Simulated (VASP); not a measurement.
Write the native input for VASP 6.6.1 that does the following.

* Task: single point
* Functional: r2SCAN
* Potentials or basis: VASP PAW PBE potentials, release 64 (Ti_sv, Se)
* Cutoff: 520 eV
* k mesh: 5 × 10 × 6
* Occupations: fermi-dirac, width 0.1 eV
* Spin: no spin polarisation
* Dipole correction: no
* Further INCAR settings: ALGO = Normal; EDIFF = 1e-07; NBANDS = 46

TiSe:

```xyz
8
Lattice="6.5295 0.0000 0.0000 0.0000 3.5333 0.0000 0.0000 0.0000 6.3259" Properties=species:S:1:pos:R:3 pbc="T T T"
Ti    0.0300    0.8833    5.1184
Ti    3.2348    2.6500    1.9555
Ti    3.2948    0.8833    4.3704
Ti    6.4995    2.6500    1.2075
Se    1.4289    0.8833    2.6294
Se    1.8359    2.6500    5.7924
Se    4.6936    0.8833    0.5335
Se    5.1006    2.6500    3.6965
```

The input as run:

POSCAR

```
TiSe
1.0
    6.5295192300      0.0000000000      0.0000000000
    0.0000000000      3.5332811300      0.0000000000
    0.0000000000      0.0000000000      6.3258902500
Ti Se
4 4
Direct
    0.0045936498      0.2500000000      0.8091241006
    0.4954063502      0.7500000000      0.3091241006
    0.5045936498      0.2500000000      0.6908758994
    0.9954063502      0.7500000000      0.1908758994
    0.2188337121      0.2500000000      0.4156608624
    0.2811662879      0.7500000000      0.9156608624
    0.7188337121      0.2500000000      0.0843391376
    0.7811662879      0.7500000000      0.5843391376
```

INCAR.step1

```
SYSTEM = TiSe
PREC = Accurate ; ENCUT = 520
ISMEAR = -1 ; SIGMA = 0.1
LREAL = .FALSE. ; LASPH = .TRUE.
NELM = 80 ; NBANDS = 46
GGA = PE ; ALGO = Normal
EDIFF = 1E-4 ; LWAVE = .TRUE.
LCHARG = .FALSE.
```

INCAR.step2

```
SYSTEM = TiSe
PREC = Accurate ; ENCUT = 520
EDIFF = 1E-7 ; ISMEAR = -1
SIGMA = 0.1 ; LREAL = .FALSE.
LASPH = .TRUE. ; NELM = 80
ALGO = Normal ; ISIF = 2
LWAVE = .FALSE. ; LCHARG = .FALSE.
METAGGA = R2SCAN ; LMIXTAU = .TRUE.
NBANDS = 46 ; ISTART = 1
```

KPOINTS

```
Automatic mesh
0
G
  5 10 6
  0 0 0
```

Potentials or basis: VASP PAW PBE potentials, release 64 (Ti_sv, Se).

Launch:

```bash
$ cat potpaw_PBE.64/Ti_sv/POTCAR potpaw_PBE.64/Se/POTCAR > POTCAR
$ cp INCAR.step1 INCAR
$ mpirun -np 1 vasp_std > vasp.out
$ cp INCAR.step2 INCAR
$ mpirun -np 1 vasp_std > vasp.out
```

It gave:

The pressure is -3.6 GPa and the largest force is 0.033 eV/Å. The band gap on the k mesh is zero (bands 36 and 37 overlap by 0.30 eV).

Caveat: the cell stands under tension; the PAW data sets were made with another functional, which shifts forces and pressure a little.

Run time: 20 min on 1 thread of AMD EPYC 9R45 96-Core Processor (Zen 5), on a shared host, peak memory 0.49 GiB.
